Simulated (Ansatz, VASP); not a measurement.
**BaTiO3 in VASP and in Ansatz**

```
Ba Ti O
1.0
     4.00600    0.00000    0.00000
     0.00000    4.00600    0.00000
     0.00000    0.00000    4.00600
Ba Ti O
1 1 3
Direct
  0.50000 0.50000 0.50000
  0.00000 0.00000 0.00000
  0.00000 0.00000 0.50000
  0.00000 0.50000 0.00000
  0.50000 0.00000 0.00000
```

Alike in both runs: task single point; functional PBEsol; k mesh 7 × 7 × 7; occupations fermi-dirac, width 0.05 eV; no spin polarisation.

```csv
,VASP,Ansatz
version,VASP 6.6.1,Ansatz 0.2.0
potentials or method,"VASP PAW PBE potentials, release 64 (Ba_sv, Ti_sv, O_h)",Ansatz PAW
plane-wave cutoff (eV),910,420
valence electrons in the cell,40,40
```

Ansatz gave:

* gap on the k mesh at the Fermi level (eV): 1.82
* least direct gap on the mesh (eV): 1.87

Problem. What did VASP give for the same quantities?

Solution. gap on the k mesh at the Fermi level (eV): 1.76; least direct gap on the mesh (eV): 1.84.

VASP's potentials were made for PBE, not for PBEsol. With one functional, cell and mesh, what is left measures potentials, basis and numerics.

Spin-orbit coupling is off throughout. Noted on VASP's run: the cutoff is short for stress, so the pressure is rough. Noted on Ansatz's run: odd divisions of the mesh miss points on the zone boundary, where band edges often lie, so the gap on the mesh can be too wide.
